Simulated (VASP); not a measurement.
The system is NiO.

```
Ni O
1.0
     0.00000    2.08590    2.08590
     2.08590    0.00000    2.08590
     2.08590    2.08590    0.00000
Ni O
1 1
Direct
  0.00000 0.00000 0.00000
  0.50000 0.50000 0.50000
```

| Property | Result |
| --- | --- |
| Program | VASP 6.6.1 |
| Task | relaxation of cell and atoms |
| Functional | SVWN5 |
| Potentials or basis | VASP PAW PBE potentials, release 64 (Ni, O) |
| Cutoff | 600 eV |
| k mesh | 11 × 11 × 11 |
| Occupations | fermi-dirac, width 0.05 eV |
| Spin | collinear spin, ferromagnetic start |
| Starting moments | [1.0, 0.0] μB |

At the start: pressure -19.8 GPa; volume 9.08 Å³/atom.

Task: How do energy, volume and symmetry change on relaxing?

Result: Over 4 steps the energy falls by 54.2 meV/atom and the volume is 8.27 Å³/atom (-8.9 %); space group Fm-3m (No. 225, to 0.05 Å); moment 0.36 μB per cell.

Step by step:
```tsv
step	energy change (eV)	largest force (eV/Å)	pressure (GPa)	volume (Å³)
1	0.0000	0.0000	-19.84	18.15
2	-0.0254	0.0000	23.60	15.36
3	-0.1083	0.0000	-0.46	16.57
4	-0.1083	0.0000	0.03	16.54
```

Final structure:
```
CELL_PARAMETERS angstrom
0.00000 2.02222 2.02222
2.02222 0.00000 2.02222
2.02222 2.02222 0.00000
ATOMIC_POSITIONS crystal
Ni 0.00000 0.00000 0.00000
O 0.50000 0.50000 0.50000
```

Caveat: the PAW data sets were made with another functional, which shifts forces and pressure a little.
